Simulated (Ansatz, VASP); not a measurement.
# Two plane-wave programs on Si3NiO8

POSCAR

```
Si3NiO8
1.0
    4.5990000000      0.0000000000      0.0000000000
    0.0000000000      4.5990000000      0.0000000000
    0.0000000000      0.0000000000      6.1300000000
Si Ni O
3 1 8
Direct
    0.3396000000      0.3396000000      0.0000000000
    0.1604000000      0.8396000000      0.2500000000
    0.6604000000      0.6604000000      0.5000000000
    0.8396000000      0.1604000000      0.7500000000
    0.2238000000      0.1800000000      0.2164000000
    0.3200000000      0.7238000000      0.4664000000
    0.7762000000      0.8200000000      0.7164000000
    0.6800000000      0.2762000000      0.9664000000
    0.7238000000      0.3200000000      0.5336000000
    0.8200000000      0.7762000000      0.2836000000
    0.2762000000      0.6800000000      0.0336000000
    0.1800000000      0.2238000000      0.7836000000
```

INCAR.step1

```
ALGO = Normal ; EDIFF = 1E-4
ENCUT = 520 ; GGA = PE
ISMEAR = -1 ; ISPIN = 2
LASPH = T ; LCHARG = F
LMAXMIX = 4 ; LREAL = F
LWAVE = T ; MAGMOM = 0 0 0 0.2 0 0 0 0 0 0 0 0
NBANDS = 51 ; NELM = 150
PREC = Accurate ; SIGMA = 0.05
```

INCAR.step2

```
ALGO = Normal ; EDIFF = 1E-6
ENCUT = 520 ; ISIF = 2
ISMEAR = -1 ; ISPIN = 2
ISTART = 1 ; LASPH = T
LCHARG = F ; LMAXMIX = 4
LMIXTAU = T ; LORBIT = 11
LREAL = F ; LWAVE = F
MAGMOM = 0 0 0 0.2 0 0 0 0 0 0 0 0 ; METAGGA = R2SCAN
NBANDS = 51 ; NELM = 150
PREC = Accurate ; SIGMA = 0.05
```

File KPOINTS:

```
k-points
0
Gamma
  3 3 2
```

Input for Ansatz:

```yaml
crystal:
  lattice:
    - [4.599, 0.0, 0.0]
    - [0.0, 4.599, 0.0]
    - [0.0, 0.0, 6.13]
  atoms:
    - { symbol: Si, position: [0.3396, 0.3396, 0.0] }
    - { symbol: Si, position: [0.1604, 0.8396, 0.25] }
    - { symbol: Si, position: [0.6604, 0.6604, 0.5] }
    - { symbol: Ni, position: [0.8396, 0.1604, 0.75], spin: 0.2 }
    - { symbol: O, position: [0.2238, 0.18, 0.2164] }
    - { symbol: O, position: [0.32, 0.7238, 0.4664] }
    - { symbol: O, position: [0.7762, 0.82, 0.7164] }
    - { symbol: O, position: [0.68, 0.2762, 0.9664] }
    - { symbol: O, position: [0.7238, 0.32, 0.5336] }
    - { symbol: O, position: [0.82, 0.7762, 0.2836] }
    - { symbol: O, position: [0.2762, 0.68, 0.0336] }
    - { symbol: O, position: [0.18, 0.2238, 0.7836] }
magnetization:
  spin_polarized: true
hamiltonian:
  xc: r2scan
  pseudopotentials: { kind: paw }
basis:
  ecutwfc: 500
kpoints:
  mp_grid: { grid: [3, 3, 2] }
scf:
  occupations: { method: fermi_dirac, width: 0.05 }
  lower_state_search: "off"
output:
  forces: true
  stress: true
```

Change from the starting cell: parallel moments scaled by 0.1, free total moment.

Alike in both runs: task single point; functional r2SCAN; k mesh 3 × 3 × 2; occupations fermi-dirac, width 0.05 eV; collinear spin.

|  | VASP | Ansatz |
| --- | --- | --- |
| version | VASP 6.6.1 | Ansatz 0.2.0 |
| potentials or method | VASP PAW PBE potentials, release 64 (Si, Ni, O), cutoff 520 eV | PAW, plane waves, scalar-relativistic |
| valence electrons in the cell | 70 | 78 |

Ansatz gave:

* pressure (GPa): 25.6
* traceless stress, the component that is largest in VASP (GPa): 2.48
* rms of the force components (eV/Å): 1.834
* net moment per atom (μB): 0.17
* size of the moment on the site where the two differ most (μB): 1.21

Problem. What did VASP give for the same quantities?

Solution. Pressure (GPa): 26.3; traceless stress, the component that is largest in VASP (GPa): 2.37; rms of the force components (eV/Å): 1.867; net moment per atom (μB): 0.17; size of the moment on the site where the two differ most (μB): 1.35.

VASP's potentials were made for PBE, not for r2SCAN. Site moments also hang on the region over which each program counts them. Atom by atom the forces differ by 0.046 eV/Å (rms over components). With one functional, cell and mesh, what is left measures potentials, basis and numerics. VASP's potentials hold 70 valence electrons a cell and Ansatz's 78, so a difference there can come from the potentials and not from the codes. Ansatz's warnings: stability check not made.

The k mesh is coarse, so the values compare programs but aren't converged.
